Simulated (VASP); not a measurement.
# Zn9O8 (a cell with a defect): single point with LDA

Zn9O8 (a cell with a defect):

```xyz
17
Lattice="-3.2190 -5.5755 0.0000 4.8285 -2.7877 0.0000 0.0000 0.0000 5.1489" Properties=species:S:1:pos:R:3 pbc="T T T"
Zn   -0.0331   -3.6200    0.1147
Zn    1.6945   -4.5748    2.4549
Zn    3.1804   -3.7493   -0.0828
Zn    0.0082   -1.9168    2.6018
Zn    1.4619   -1.0300    0.1153
Zn    3.1528   -2.0498    2.4548
Zn    1.6427   -6.5785    0.0463
Zn   -1.7951   -4.5923    2.4742
Zn   -0.0570   -5.5975    3.6861
O    -0.0485   -3.7536    2.0148
O     1.5512   -4.6584    4.5234
O     3.2889   -3.8120    1.8524
O    -0.0617   -1.8768    4.5102
O     1.5708   -0.9493    2.0153
O     3.1531   -1.8837    4.5235
O     1.4806   -6.4847    1.9465
O    -1.6238   -4.6920    4.5730
```

| Item | Value |
| --- | --- |
| Program | VASP 6.6.1 |
| Task | single point |
| Functional | LDA |
| Potentials or basis | VASP PAW LDA potentials, release 64 (Zn, O) |
| Cutoff | 520 eV |
| k mesh | 2 × 2 × 2 |
| Occupations | gaussian, width 0.05 eV |
| Spin | no spin polarisation |
| Dipole correction | no |
| Further INCAR settings | LREAL = Auto; ALGO = Normal; EDIFF = 1e-06; NBANDS = 92 |

```
Pressure               : 13.1 GPa
Largest force          : 0.068 eV/Å
Band gap on the k mesh : zero (band 78 reaches 5.20 eV, above the bottom of band 79 at 4.25 eV)
```

Forces on the atoms (eV/Å):
```
Zn   0.002 -0.019 -0.018
Zn  -0.015 -0.010  0.010
Zn  -0.014  0.007 -0.012
Zn  -0.004  0.002 -0.005
Zn   0.018  0.009 -0.018
Zn   0.003  0.018  0.009
Zn  -0.007  0.003 -0.022
Zn   0.018 -0.011  0.008
Zn   0.004 -0.002 -0.028
O   -0.011 -0.017  0.030
O    0.023  0.017  0.013
O    0.049 -0.030 -0.022
O   -0.007  0.006 -0.014
O    0.012  0.014  0.031
O   -0.005 -0.029  0.014
O   -0.056  0.036  0.017
O   -0.010  0.006  0.006
```

Stress tensor (GPa, compression positive):
```
12.76 -0.33  0.04
-0.33 12.38 -0.02
 0.04 -0.02 14.28
```

Levels at points of the mesh, in eV from the Fermi level:
```csv
k point,band 76,band 77,band 78,band 79,band 80,band 81
"(0.00, 0.00, 0.00)",-3.34,-3.34,-3.07,1.15,1.84,2.03
"(0.50, 0.00, 0.00)",-3.59,-3.51,-1.03,-0.62,2.36,2.75
"(0.00, 0.50, 0.00)",-3.73,-3.59,-0.75,-0.27,2.01,2.10
"(0.50, 0.50, 0.00)",-4.08,-3.86,0.08,0.61,0.68,1.13
"(0.00, 0.00, 0.50)",-3.65,-3.63,-0.57,-0.20,1.57,1.62
"(0.50, 0.00, 0.50)",-4.18,-4.06,0.16,0.87,1.03,1.13
"(0.00, 0.50, 0.50)",-4.21,-4.16,-0.08,0.90,1.21,1.32
"(0.50, 0.50, 0.50)",-4.47,-4.32,0.33,1.51,1.59,1.68
```

It took 4.3 min on 1 thread of Intel Xeon 6975P-C, on a shared host, peak memory 0.27 GiB.

Caveat: the k points lie up to 0.61 Å⁻¹ apart.
